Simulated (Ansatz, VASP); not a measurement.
## Pt in VASP and in Ansatz

```
CELL_PARAMETERS angstrom
0.00000 1.98578 1.98578
1.98578 0.00000 1.98578
1.98578 1.98578 0.00000
ATOMIC_POSITIONS crystal
Pt 0.00000 0.00000 0.00000
```

Alike in both runs: task single point; functional PBE; k mesh 14 × 14 × 14; occupations gaussian, width 0.01 eV; no spin polarisation.

|  | VASP | Ansatz |
| --- | --- | --- |
| version | VASP 6.6.1 | Ansatz 0.2.0 |
| potentials or method | VASP PAW PBE potentials, release 64 (Pt), cutoff 520 eV | plane waves (420 eV) with PAW, scalar-relativistic |
| valence electrons in the cell | 10 | 18 |

Ansatz gave:

| Property | Result |
| --- | --- |
| pressure (GPa) | -0.5 |

Task: What did VASP give for the same quantities?

Result: Pressure (GPa): -1.0.

VASP's potentials hold 10 valence electrons a cell and Ansatz's 18, so a difference there can come from the potentials and not from the codes.

Spin-orbit coupling is off throughout.
